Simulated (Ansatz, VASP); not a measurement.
SnO in VASP and in Ansatz

```
Sn O
1.0
     3.94524    0.00000    0.00000
     0.00000    3.94524    0.00000
     0.00000    0.00000    4.50464
Sn O
2 2
Cartesian
  0.0000 1.9726 1.0957
  1.9726 0.0000 3.4089
  0.0000 0.0000 0.0000
  1.9726 1.9726 0.0000
```

Alike in both runs: task single point; functional PBE; dispersion D3(BJ); k mesh 14 × 14 × 12; occupations gaussian, width 0.15 eV; no spin polarisation.

```csv
,VASP,Ansatz
version,VASP 6.6.1,Ansatz 0.2.0
potentials or method,"VASP PAW PBE potentials, release 64 (Sn_d, O_h), cutoff 910 eV","scalar-relativistic, plane waves, PAW"
valence electrons in the cell,40,40
```

```tsv
	VASP	Ansatz	Ansatz less VASP
gap on the k mesh at the Fermi level (eV)	0.40	0.40	-0.004
least direct gap on the mesh (eV)	1.71	1.72	+0.013
rms of the force components (eV/Å)	0.135	0.108	-0.0272
```

Atom by atom the forces differ by 0.027 eV/Å (rms over components).

Noted on VASP's run: the cutoff is short for stress, so the pressure is rough.
